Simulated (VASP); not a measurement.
# MgO (Cm) in VASP: further runs

The runs below take MgO through single point, with PBEsol.

Everything below comes from runs of VASP 6.6.1. Logs are shortened: lines on timing, memory, paths and dates and some standing lists are left out, and cuts for length are marked.

## 1. The cell of the first run

It takes space group Cm (No. 8, monoclinic). The conventional cell has a = 5.961 Å, b = 5.961 Å, c = 4.215 Å, α = 90.00°, β = 90.00°, γ = 90.00°. Within 2.4 Å of Mg (site symmetry m) lie 4 O at 1.84 to 2.25 Å. Mg (site symmetry m) has 6 O at 2.11 Å and 1 Mg at 2.56 Å within 2.8 Å. Within 2.8 Å of Mg (site symmetry 1) lie 6 O at 2.11 Å and 1 Mg at 2.71 Å. Within 2.4 Å of O (site symmetry 1) lie 5 Mg at 1.84 to 2.11 Å. O (site symmetry m) has 6 Mg at 2.05 to 2.25 Å within 2.7 Å. Within 2.8 Å of O (site symmetry m) lie 6 Mg at 2.11 Å.

## 2. Single point, PBEsol (atom 1 (Mg) moved by -0.424 Å along [1 1 0] and -0.106 Å along [0 0 1])

INCAR reads:

```
PREC     = Accurate       # precision mode
ENCUT    = 520            # plane-wave cutoff, eV
EDIFF    = 1E-6           # SCF threshold, eV
ISMEAR   = 0              # smearing method
SIGMA    = 0.05           # smearing width, eV
LREAL    = False          # projectors in reciprocal space
LASPH    = True           # aspherical terms in the spheres
NELM     = 60             # most SCF steps
ALGO     = Normal         # electronic algorithm
ISIF     = 2              # what is computed and relaxed
LWAVE    = False          # write WAVECAR
LCHARG   = False          # write CHGCAR
GGA      = PS             # functional
NBANDS   = 26             # bands
```

KPOINTS reads:

```
Automatic mesh
0
Gamma
  6 6 6
```

POSCAR reads:

```
MgO
1.0
    4.2149416169      0.0000000000      0.0000000000
    0.0000000000     -4.2149416169      0.0000000000
    0.0000000000      0.0000000000     -4.2149416169
Mg O
4 4
Direct
   -0.0711310624      0.0711310624      0.0251486283
    0.5000000000      0.5000000000      0.0000000000
    0.5000000000      0.0000000000      0.5000000000
    0.0000000000      0.5000000000      0.5000000000
    0.5000000000      0.0000000000      0.0000000000
    0.0000000000      0.5000000000      0.0000000000
    0.0000000000      0.0000000000      0.5000000000
    0.5000000000      0.5000000000      0.5000000000
```

Potentials or basis: VASP PAW PBE potentials, release 64 (Mg, O).

On the command line:

```
$ cat potpaw_PBE.64/Mg/POTCAR potpaw_PBE.64/O/POTCAR > POTCAR
$ mpirun -np 1 vasp_std > vasp.out
```

OUTCAR:

```text
PREC = Accurate
   ENCUT = 520
   EDIFF = 1E-6
   ISMEAR = 0
   LREAL = False
   LASPH = True
   NELM = 60
   ISIF = 2
   GGA = PS

 ion  position               nearest neighbor table
   1  0.929  0.071  0.025-   5 1.84   6 1.84   7 2.05   7 2.25   5 2.43   6 2.43   2 2.56   4 2.71
                             3 2.71   3 2.87   4 2.87   2 3.01   2 3.01   4 3.14   3 3.14   3 3.28
   2  0.500  0.500  0.000-   5 2.11   6 2.11   8 2.11   8 2.11   5 2.11   6 2.11   1 2.56   4 2.98
                             4 2.98   3 2.98   3 2.98   3 2.98   4 2.98   3 2.98   4 2.98   1 3.01
   3  0.500  0.000  0.500-   5 2.11   7 2.11   8 2.11   5 2.11   8 2.11   7 2.11   1 2.71   1 2.87
                             4 2.98   2 2.98   4 2.98   2 2.98   2 2.98   4 2.98   2 2.98   4 2.98
   4  0.000  0.500  0.500-   6 2.11   7 2.11   8 2.11   6 2.11   7 2.11   8 2.11   1 2.71   1 2.87
                             3 2.98   3 2.98   2 2.98   2 2.98   3 2.98   2 2.98   2 2.98   3 2.98
   5  0.500  0.000  0.000-   1 1.84   2 2.11   3 2.11   3 2.11   2 2.11   1 2.43
   6  0.000  0.500  0.000-   1 1.84   2 2.11   4 2.11   4 2.11   2 2.11   1 2.43
   7  0.000  0.000  0.500-   1 2.05   3 2.11   4 2.11   4 2.11   3 2.11   1 2.25
   8  0.500  0.500  0.500-   2 2.11   3 2.11   4 2.11   2 2.11   3 2.11   4 2.11

  LATTYP: Found a simple cubic cell.
 ALAT       =     4.2149416169

  Lattice vectors:

 A1 = (   4.2149416169,   0.0000000000,   0.0000000000)
 A2 = (   0.0000000000,  -4.2149416169,   0.0000000000)
 A3 = (   0.0000000000,   0.0000000000,  -4.2149416169)

Analysis of symmetry for initial positions (statically):
=====================================================================
 Subroutine PRICEL returns:
 Original cell was already a primitive cell.

 Routine SETGRP: Setting up the symmetry group for a
 simple cubic supercell.

 Subroutine GETGRP returns: Found  2 space group operations
 (whereof  2 operations were pure point group operations)
 out of a pool of 48 trial point group operations.

The static configuration has the point symmetry C_1h.

Analysis of symmetry for dynamics (positions and initial velocities):
=====================================================================
 Subroutine PRICEL returns:
 Original cell was already a primitive cell.

 Routine SETGRP: Setting up the symmetry group for a
 simple cubic supercell.

 Subroutine GETGRP returns: Found  2 space group operations
 (whereof  2 operations were pure point group operations)
 out of a pool of 48 trial point group operations.

The dynamic configuration has the point symmetry C_1h.

 Subroutine INISYM returns: Found  2 space group operations
 (whereof  2 operations are pure point group operations),
[... 111 lines left out ...]
   NSW    =      0    number of steps for IOM
   IBRION =     -1    ionic relax: 0-MD 1-quasi-New 2-CG
   NFREE  =      0    steps in history (QN), initial steepest desc. (CG)
   ISIF   =      2    stress and relaxation
   ISYM   =      2    0-nonsym 1-usesym 2-fastsym
   POTIM  = 0.5000    time-step for ionic-motion
   TEBEG  =    0.0;   TEEND  =   0.0 temperature during run
   PSTRESS=    0.0 pullay stress
   NELECT =      32.0000    total number of electrons
   NUPDOWN=      -1.0000    fix difference up-down
   EMIN   =  10.00;   EMAX   =-10.00  energy-range for DOS
   EFERMI =   0.00;   METHOD = LEGACY
   ISMEAR =     0;   SIGMA  =   0.05  broadening in eV -4-tet -1-fermi 0-gaus
   EFERMI_NEDOS =   21; number of points for ismear=-14 and -15
   IALGO  =     38    algorithm
   IMIX   =      4    mixing-type and parameters
     AMIX     =   0.40;   BMIX     =  1.00
     AMIX_MAG =   1.60;   BMIX_MAG =  1.00
  volume/ion in A,a.u.               =       9.36        63.17
  Fermi-wavevector in a.u.,A,eV,Ry     =   1.233105  2.330230 20.688298  1.520547
  Thomas-Fermi vector in A             =   2.367848
   LORBIT       =      0    0 simple, 1 ext, 2 COOP (PROOUT), +10 PAW based schemes
   GGA     = PS    functional components
   LHFCALC =     F    Hartree Fock is set to
   AEXX    =    0.0000 exact exchange contribution
   IVDW    =     0    specifies the selected vdW correction
   LEPSILON=     F    determine dielectric tensor
   LRPA    =     F    only Hartree local field effects (RPA)
 non-spin polarized calculation
 Gauss-broadening in eV      SIGMA  =   0.05
  energy-cutoff  :      520.00
  volume of cell :       74.88
 maximum number of plane-waves:      2040
   NGX = 15   NGY = 15   NGZ = 15

 number of electron      31.9999986 magnetization

 Free energy of the ion-electron system (eV)
  ---------------------------------------------------
  ext. energy  EPLUGINS =         0.00000000
  ---------------------------------------------------
  free energy    TOTEN  =       -49.04191825 eV

  energy without entropy =      -49.04191825  energy(sigma->0) =      -49.04191825

 E-fermi :   3.3178     XC(G=0): -11.2770

 val. band max:        3.0335095998   @ k =   0.0000   0.0000   0.0000
 cond. band min:       7.6024784944   @ k =   0.0000   0.0000   0.0000
 fundamental gap:      4.5689688946
 Fermi energy:         3.3177930320

 k-point     1 :       0.0000    0.0000    0.0000
  band No.  band energies     occupation
      1     -14.1910      2.00000
      2     -12.6845      2.00000
      3     -12.6673      2.00000
      4     -12.5202      2.00000
      5      -1.1373      2.00000
      6      -1.0951      2.00000
[... 685 lines left out ...]
     25      15.4110      0.00000
     26      16.0927      0.00000

 [... further k-points ...]
[... 5 lines left out ...]
  --------------------------------------------------------------------------------------
  -------------------------------------------------------------------------------------
  Total        3.4282597      3.4282597      0.3321512     -0.4345067     -0.0870134     -0.0870135
  in kB       73.3516017     73.3516017      7.1067606     -9.2967751     -1.8617528     -1.8617555
  external PRESSURE =      51.2699880 kB  Pullay stress =       0.0000000 kB

 VOLUME and BASIS-vectors are now :
 -----------------------------------------------------------------------------
  energy-cutoff  :      520.00
  volume of cell :       74.88
      direct lattice vectors                 reciprocal lattice vectors
     4.214941617  0.000000000  0.000000000     0.237251210  0.000000000  0.000000000
     0.000000000 -4.214941617  0.000000000     0.000000000 -0.237251210  0.000000000
     0.000000000  0.000000000 -4.214941617     0.000000000  0.000000000 -0.237251210

 POSITION                                       TOTAL-FORCE (eV/Angst)
 -----------------------------------------------------------------------------------
      3.91513     -0.29981     -0.10600         3.470289      3.470289      0.758183
      2.10747     -2.10747      0.00000        -0.945288     -0.945288      0.109953
      2.10747      0.00000     -2.10747        -0.755986      0.256621     -0.316246
      0.00000     -2.10747     -2.10747         0.256621     -0.755986     -0.316246
      2.10747      0.00000      0.00000        -1.479901     -0.210887     -0.066754
      0.00000     -2.10747      0.00000        -0.210887     -1.479901     -0.066754
      0.00000      0.00000     -2.10747        -0.438881     -0.438881     -0.146636
      2.10747     -2.10747     -2.10747         0.104034      0.104034      0.044499
 -----------------------------------------------------------------------------------
    total drift:                               -0.000018     -0.000018      0.000049

  FREE ENERGIE OF THE ION-ELECTRON SYSTEM (eV)
  ---------------------------------------------------
  free  energy   TOTEN  =       -49.0419182542 eV

  energy  without entropy=      -49.0419182542  energy(sigma->0) =      -49.04191825
```

OSZICAR:

```text
N       E                     dE             d eps       ncg     rms          rms(c)
DAV:   1     0.145259981009E+03    0.14526E+03   -0.15624E+04  3544   0.112E+03
DAV:   2    -0.454082003316E+02   -0.19067E+03   -0.18167E+03  4680   0.246E+02
DAV:   3    -0.547953349443E+02   -0.93871E+01   -0.93458E+01  4494   0.546E+01
DAV:   4    -0.548463147505E+02   -0.50980E-01   -0.50958E-01  3960   0.466E+00
DAV:   5    -0.548465443649E+02   -0.22961E-03   -0.22960E-03  4190   0.315E-01    0.136E+01
DAV:   6    -0.491955167631E+02    0.56510E+01   -0.17742E+01  3748   0.260E+01    0.440E+00
DAV:   7    -0.491024510349E+02    0.93066E-01   -0.29067E-01  3614   0.382E+00    0.268E+00
DAV:   8    -0.490445481016E+02    0.57903E-01   -0.11477E-01  3912   0.318E+00    0.489E-01
DAV:   9    -0.490417910982E+02    0.27570E-02   -0.84611E-03  4272   0.665E-01    0.147E-01
DAV:  10    -0.490419102919E+02   -0.11919E-03   -0.13197E-03  3980   0.237E-01    0.626E-02
DAV:  11    -0.490419168321E+02   -0.65402E-05   -0.14161E-04  3906   0.954E-02    0.164E-02
DAV:  12    -0.490419186330E+02   -0.18009E-05   -0.25516E-05  4032   0.396E-02    0.997E-03
DAV:  13    -0.490419182542E+02    0.37877E-06   -0.37651E-06  3590   0.136E-02
   1 F= -.49041918E+02 E0= -.49041918E+02  d E =-.119285E-17
```

stdout:

```text
POSCAR found type information on POSCAR MgO
 POSCAR found :  2 types and       8 ions
 scaLAPACK will be used
 -----------------------------------------------------------------------------
|                                                                             |
|                                                                             |
|     You enforced a specific xc type in the INCAR file but a different       |
|     I HOPE YOU KNOW WHAT YOU ARE DOING!                                     |
|                                                                             |
 -----------------------------------------------------------------------------

 LDA part: xc-table for (Slater+PW92), standard interpolation
 POSCAR, INCAR and KPOINTS ok, starting setup
 FFT: planning ... GRIDC
 FFT: planning ... GRID_SOFT
 FFT: planning ... GRID
 WAVECAR not read
 entering main loop
```

Run time: 40 s. Hardware: 1 thread of Intel Xeon 6975P-C (Granite Rapids), shared host; peak memory 0.23 GiB.

Results:

| Item | Value |
| --- | --- |
| Free energy | -49.0419 eV |
| Pressure | 5.1 GPa |
| Largest force | 4.966 eV/Å |
| Band gap on the k mesh | 4.57 eV, direct |

Forces in eV/Å, atoms in the order of the input:
```
Mg   3.470  3.470  0.758
Mg  -0.945 -0.945  0.110
Mg  -0.756  0.257 -0.316
Mg   0.257 -0.756 -0.316
O   -1.480 -0.211 -0.067
O   -0.211 -1.480 -0.067
O   -0.439 -0.439 -0.147
O    0.104  0.104  0.044
```

Levels at points of the mesh, in eV from the valence-band top:
```csv
k point,band 14,band 15,band 16,band 17,band 18,band 19
"(0.00, 0.00, 0.00)",-0.07,-0.05,0.00,4.57,8.70,8.93
"(0.50, 0.00, 0.00)",-0.83,-0.72,-0.66,7.71,8.04,10.36
"(0.00, 0.00, 0.50)",-0.75,-0.72,-0.72,7.88,7.99,10.44
"(0.50, 0.50, 0.00)",-0.67,-0.64,-0.52,8.91,9.29,9.36
"(0.00, 0.50, 0.50)",-0.74,-0.68,-0.49,9.04,9.19,9.42
"(0.50, 0.50, 0.50)",-0.62,-0.52,-0.46,7.52,7.72,7.76
```

Caveat: the cell differs from its parent crystal (atom 1 (Mg) moved by -0.424 Å along [1 1 0] and -0.106 Å along [0 0 1]); the PAW data sets were made with another functional, which shifts forces and pressure a little.

## 3. Single point, PBEsol (atom 1 (Mg) moved by -0.530 Å along [1 1 0] and -0.106 Å along [0 0 1])

INCAR reads:

```
  ALGO = Normal
  EDIFF = 1E-6
  ENCUT = 520
  GGA = PS
  ISIF = 2
  ISMEAR = 0
  LASPH = True
  LCHARG = True
  LELF = True
  LREAL = False
  LVHAR = True
  LWAVE = False
  NBANDS = 26
  NELM = 60
  PREC = Accurate
  SIGMA = 0.05
```

KPOINTS reads:

```
k-points
0
Gamma
  6 6 6
```

Changes to POSCAR since step 2:

```diff
@@ -8,3 +8,3 @@
 Direct
-   -0.0711310624      0.0711310624      0.0251486283
+   -0.0889138280      0.0889138280      0.0251486283
     0.5000000000      0.5000000000      0.0000000000
```

Potentials or basis: VASP PAW PBE potentials, release 64 (Mg, O).

On the command line:

```
$ cat potpaw_PBE.64/Mg/POTCAR potpaw_PBE.64/O/POTCAR > POTCAR
$ mpirun -np 1 vasp_std > vasp.out
```

OUTCAR:

```text
EDIFF = 1E-6
   ENCUT = 520
   GGA = PS
   ISIF = 2
   ISMEAR = 0
   LASPH = True
   LREAL = False
   NELM = 60
   PREC = Accurate

 ion  position               nearest neighbor table
   1  0.911  0.089  0.025-   5 1.78   6 1.78   7 2.07   7 2.28   2 2.45   5 2.51   6 2.51   4 2.67
                             3 2.67   3 2.84   4 2.84   2 3.03   2 3.03   4 3.21   3 3.21   3 3.35
   2  0.500  0.500  0.000-   5 2.11   6 2.11   8 2.11   8 2.11   5 2.11   6 2.11   1 2.45   4 2.98
                             4 2.98   3 2.98   3 2.98   3 2.98   4 2.98   3 2.98   4 2.98   1 3.03
   3  0.500  0.000  0.500-   5 2.11   7 2.11   8 2.11   5 2.11   8 2.11   7 2.11   1 2.67   1 2.84
                             4 2.98   2 2.98   4 2.98   2 2.98   2 2.98   4 2.98   2 2.98   4 2.98
   4  0.000  0.500  0.500-   6 2.11   7 2.11   8 2.11   6 2.11   7 2.11   8 2.11   1 2.67   1 2.84
                             3 2.98   3 2.98   2 2.98   2 2.98   3 2.98   2 2.98   2 2.98   3 2.98
   5  0.500  0.000  0.000-   1 1.78   2 2.11   3 2.11   3 2.11   2 2.11   1 2.51
   6  0.000  0.500  0.000-   1 1.78   2 2.11   4 2.11   4 2.11   2 2.11   1 2.51
   7  0.000  0.000  0.500-   1 2.07   3 2.11   4 2.11   4 2.11   3 2.11   1 2.28
   8  0.500  0.500  0.500-   2 2.11   3 2.11   4 2.11   2 2.11   3 2.11   4 2.11

  LATTYP: Found a simple cubic cell.
 ALAT       =     4.2149416169

  Lattice vectors:

 A1 = (   4.2149416169,   0.0000000000,   0.0000000000)
 A2 = (   0.0000000000,  -4.2149416169,   0.0000000000)
 A3 = (   0.0000000000,   0.0000000000,  -4.2149416169)

Analysis of symmetry for initial positions (statically):
=====================================================================
 Subroutine PRICEL returns:
 Original cell was already a primitive cell.

 Routine SETGRP: Setting up the symmetry group for a
 simple cubic supercell.

 Subroutine GETGRP returns: Found  2 space group operations
 (whereof  2 operations were pure point group operations)
 out of a pool of 48 trial point group operations.

The static configuration has the point symmetry C_1h.

Analysis of symmetry for dynamics (positions and initial velocities):
=====================================================================
[... 146 lines left out ...]
   LORBIT       =      0    0 simple, 1 ext, 2 COOP (PROOUT), +10 PAW based schemes
   GGA     = PS    functional components
   LHFCALC =     F    Hartree Fock is set to
   AEXX    =    0.0000 exact exchange contribution
   IVDW    =     0    specifies the selected vdW correction
   LEPSILON=     F    determine dielectric tensor
   LRPA    =     F    only Hartree local field effects (RPA)
 non-spin polarized calculation
 Gauss-broadening in eV      SIGMA  =   0.05
  energy-cutoff  :      520.00
  volume of cell :       74.88
 maximum number of plane-waves:      2040
   NGX = 15   NGY = 15   NGZ = 15

 number of electron      31.9999986 magnetization

 Free energy of the ion-electron system (eV)
  ---------------------------------------------------
  ext. energy  EPLUGINS =         0.00000000
  ---------------------------------------------------
  free energy    TOTEN  =       -48.43203759 eV

  energy without entropy =      -48.43203759  energy(sigma->0) =      -48.43203759

 E-fermi :   3.2648     XC(G=0): -11.2658

 val. band max:        3.0276563352   @ k =   0.0000   0.0000   0.0000
 cond. band min:       7.5644624552   @ k =   0.0000   0.0000   0.0000
 fundamental gap:      4.5368061200
 Fermi energy:         3.2648321068

 k-point     1 :       0.0000    0.0000    0.0000
  band No.  band energies     occupation
      1     -14.2178      2.00000
      2     -12.7390      2.00000
      3     -12.7209      2.00000
      4     -12.4781      2.00000
      5      -1.1598      2.00000
      6      -1.1100      2.00000
[... 685 lines left out ...]
     25      15.5141      0.00000
     26      15.9566      0.00000

 [... further k-points ...]
[... 5 lines left out ...]
  --------------------------------------------------------------------------------------
  -------------------------------------------------------------------------------------
  Total        5.5502409      5.5502409      0.4580118     -1.0012573     -0.1528509     -0.1528512
  in kB      118.7538566    118.7538566      9.7996948    -21.4230639     -3.2704227     -3.2704299
  external PRESSURE =      82.4358027 kB  Pullay stress =       0.0000000 kB

 VOLUME and BASIS-vectors are now :
 -----------------------------------------------------------------------------
  energy-cutoff  :      520.00
  volume of cell :       74.88
      direct lattice vectors                 reciprocal lattice vectors
     4.214941617  0.000000000  0.000000000     0.237251210  0.000000000  0.000000000
     0.000000000 -4.214941617  0.000000000     0.000000000 -0.237251210  0.000000000
     0.000000000  0.000000000 -4.214941617     0.000000000  0.000000000 -0.237251210

 POSITION                                       TOTAL-FORCE (eV/Angst)
 -----------------------------------------------------------------------------------
      3.84018     -0.37477     -0.10600         4.695202      4.695202      0.566818
      2.10747     -2.10747      0.00000        -1.319974     -1.319974      0.131616
      2.10747      0.00000     -2.10747        -0.923362      0.338212     -0.339901
      0.00000     -2.10747     -2.10747         0.338212     -0.923362     -0.339901
      2.10747      0.00000      0.00000        -2.307349     -0.063224     -0.004671
      0.00000     -2.10747      0.00000        -0.063224     -2.307349     -0.004671
      0.00000      0.00000     -2.10747        -0.560798     -0.560798     -0.063838
      2.10747     -2.10747     -2.10747         0.141293      0.141293      0.054548
 -----------------------------------------------------------------------------------
    total drift:                               -0.000041     -0.000041      0.000059

  FREE ENERGIE OF THE ION-ELECTRON SYSTEM (eV)
  ---------------------------------------------------
  free  energy   TOTEN  =       -48.4320375855 eV

  energy  without entropy=      -48.4320375855  energy(sigma->0) =      -48.43203759
```

Wall time 53 s (1 thread of AMD EPYC 9R45 (Zen 5), shared host); peak memory 0.21 GiB.

What came out:

```yaml
Free_energy: -48.4320 eV
Pressure: 8.2 GPa
Largest_force: 6.664 eV/Å
Band_gap_on_the_k_mesh: 4.54 eV, direct
```

Forces on the atoms (eV/Å):
```
Mg   4.695  4.695  0.567
Mg  -1.320 -1.320  0.132
Mg  -0.923  0.338 -0.340
Mg   0.338 -0.923 -0.340
O   -2.307 -0.063 -0.005
O   -0.063 -2.307 -0.005
O   -0.561 -0.561 -0.064
O    0.141  0.141  0.055
```

Levels at points of the mesh, in eV from the valence-band top:
| k point | band 13 | band 14 | band 15 | band 16 | band 17 | band 18 | band 19 | band 20 |
| --- | --- | --- | --- | --- | --- | --- | --- | --- |
| (0.00, 0.00, 0.00) | -1.29 | -0.10 | -0.06 | 0.00 | 4.54 | 8.60 | 8.86 | 9.13 |
| (0.50, 0.00, 0.00) | -0.90 | -0.89 | -0.69 | -0.62 | 7.60 | 8.04 | 10.18 | 10.88 |
| (0.00, 0.00, 0.50) | -0.93 | -0.75 | -0.72 | -0.70 | 7.84 | 7.97 | 10.28 | 10.62 |
| (0.50, 0.50, 0.00) | -0.94 | -0.68 | -0.63 | -0.45 | 8.73 | 9.27 | 9.37 | 9.68 |
| (0.00, 0.50, 0.50) | -0.82 | -0.79 | -0.68 | -0.40 | 8.92 | 9.10 | 9.46 | 9.57 |
| (0.50, 0.50, 0.50) | -0.65 | -0.59 | -0.46 | -0.36 | 7.43 | 7.69 | 7.78 | 7.90 |

Caveat: the cell differs from its parent crystal (atom 1 (Mg) moved by -0.530 Å along [1 1 0] and -0.106 Å along [0 0 1]); the PAW data sets were made with another functional, which shifts forces and pressure a little.
